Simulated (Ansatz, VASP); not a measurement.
# Two plane-wave programs on KCl

Contents of POSCAR:

```
KCl
1.0
    0.0000000000      3.1448471251      3.1448471251
    3.1448471251      0.0000000000      3.1448471251
    3.1448471251      3.1448471251      0.0000000000
K Cl
1 1
Direct
    0.0000000000      0.0000000000      0.0000000000
    0.5000000000      0.5000000000      0.5000000000
```

The input INCAR.step1:

```
ALGO     = Normal         # electronic algorithm
EDIFF    = 1E-4           # SCF threshold, eV
ENCUT    = 520            # plane-wave cutoff, eV
GGA      = PE             # functional
ISMEAR   = 0              # smearing method
LASPH    = T              # aspherical terms in the spheres
LCHARG   = F              # write CHGCAR
LREAL    = F              # projectors in reciprocal space
LWAVE    = T              # write WAVECAR
NBANDS   = 15             # bands
NELM     = 80             # most SCF steps
PREC     = Accurate       # precision mode
SIGMA    = 0.01           # smearing width, eV
```

File INCAR.step2:

```
ALGO     = Normal         # electronic algorithm
EDIFF    = 1E-7           # SCF threshold, eV
ENCUT    = 520            # plane-wave cutoff, eV
ISIF     = 2              # what is computed and relaxed
ISMEAR   = 0              # smearing method
ISTART   = 1            
LASPH    = T              # aspherical terms in the spheres
LCHARG   = F              # write CHGCAR
LMIXTAU  = T            
LREAL    = F              # projectors in reciprocal space
LWAVE    = F              # write WAVECAR
METAGGA  = R2SCAN         # meta-GGA
NBANDS   = 15             # bands
NELM     = 80             # most SCF steps
PREC     = Accurate       # precision mode
SIGMA    = 0.01           # smearing width, eV
```

File KPOINTS:

```
k-points
0
Gamma
  8 8 8
```

Input for Ansatz:

```yaml
crystal:
  lattice:
    - [0.0, 3.1448471251, 3.1448471251]
    - [3.1448471251, 0.0, 3.1448471251]
    - [3.1448471251, 3.1448471251, 0.0]
  atoms:
    - { symbol: K, position: [0.0, 0.0, 0.0] }
    - { symbol: Cl, position: [0.5, 0.5, 0.5] }
kpoints:
  mp_grid: { grid: [8, 8, 8] }
  band_path:
    path:
      - [0.0, 0.0, 0.0]
      - [0.5, 0.0, 0.5]
      - [0.625, 0.25, 0.625]
      - [0.375, 0.375, 0.75]
      - [0.5, 0.5, 0.5]
      - [0.5, 0.25, 0.75]
    npoints: 1
hamiltonian:
  xc: r2scan
scf:
  occupations: { method: fixed }
  n_extra_bands: 4
output:
  forces: true
  stress: true
  eigenvalues: true
```

Alike in both runs: task single point; functional r2SCAN; k mesh 8 × 8 × 8; no spin polarisation.

|  | VASP | Ansatz |
| --- | --- | --- |
| version | VASP 6.6.1 | Ansatz 0.2.0 |
| potentials or method | VASP PAW PBE potentials, release 64 (K_sv, Cl) | plane waves, PAW |
| plane-wave cutoff (eV) | 520 | 500 |
| occupations | gaussian, width 0.01 eV | fixed |
| valence electrons in the cell | 16 | 16 |

|  | VASP | Ansatz | Ansatz less VASP |
| --- | --- | --- | --- |
| gap on the k mesh at the Fermi level (eV) | 5.84 | 5.83 | -0.004 |
| pressure (GPa) | 0.0 | 0.0 | +0.03 |

VASP's potentials were made for PBE, not for r2SCAN.
